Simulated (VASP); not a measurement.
A run of VASP 6.6.1:

File INCAR:

```
SYSTEM = CuO
  PREC = Accurate
  ENCUT = 520
  EDIFF = 1E-7
  ISMEAR = -1
  SIGMA = 0.03
  LREAL = .FALSE.
  LASPH = .TRUE.
  NELM = 150
  ALGO = Normal
  ISIF = 2
  LWAVE = .FALSE.
  LCHARG = .FALSE.
  ISPIN = 2
  MAGMOM = 0 0 0 0
  LORBIT = 11
  LMAXMIX = 4
  GGA = PE
  NBANDS = 29
```

The input KPOINTS:

```
regular mesh
0
G
  7 7 4
  0 0 0
```

File POSCAR:

```
CuO
1.0
    2.3366000000     -1.7385000000      0.0000000000
    2.3366000000      1.7385000000      0.0000000000
   -0.7621600000      0.0000000000      5.0619400000
Cu O
2 2
Direct
    0.0000000000      0.5000000000      0.0000000000
    0.5000000000      0.0000000000      0.5000000000
    0.5483000000      0.4517000000      0.2500000000
    0.4517000000      0.5483000000      0.7500000000
```

Potentials or basis: VASP PAW PBE potentials, release 64 (Cu, O).

Launch:

```console
$ cat potpaw_PBE.64/Cu/POTCAR potpaw_PBE.64/O/POTCAR > POTCAR
$ mpirun -np 1 vasp_std > vasp.out
```

Hardware: 1 thread of Intel(R) Xeon(R) 6975P-C (Granite Rapids), on a shared host.

Q: Estimate the wall time of this run.

A: It took 83 s on 1 thread of Intel(R) Xeon(R) 6975P-C (Granite Rapids) (shared host), peak memory 0.24 GiB. Counts: scf iterations 16, k points 60.
